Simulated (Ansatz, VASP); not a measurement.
# SnSe in VASP and in Ansatz

```
Sn Se
1.0
     4.21934    0.00000    0.00000
     0.00000    4.21934    0.00000
     0.00000    0.00000    5.99303
Sn Se
2 2
Direct
  0.50000 0.00000 0.25009
  0.00000 0.50000 0.74991
  0.50000 0.00000 0.74990
  0.00000 0.50000 0.25010
```

Alike in both runs: task single point; functional r2SCAN; k mesh 6 × 6 × 4; no spin polarisation.

```csv
,VASP,Ansatz
version,VASP 6.6.1,Ansatz 0.2.0
potentials or method,"VASP PAW PBE potentials, release 64 (Sn_d, Se)","plane waves, PAW"
plane-wave cutoff (eV),520,500
occupations,"gaussian, width 0.01 eV",fixed
valence electrons in the cell,40,60
```

|  | VASP | Ansatz | Ansatz less VASP |
| --- | --- | --- | --- |
| gap on the k mesh at the Fermi level (eV) | 0.56 | 0.56 | 0.000 |
| pressure (GPa) | 0.9 | 0.9 | -0.01 |

VASP's potentials were made for PBE, not for r2SCAN. VASP's potentials hold 40 valence electrons a cell and Ansatz's 60, so a difference there can come from the potentials and not from the codes.
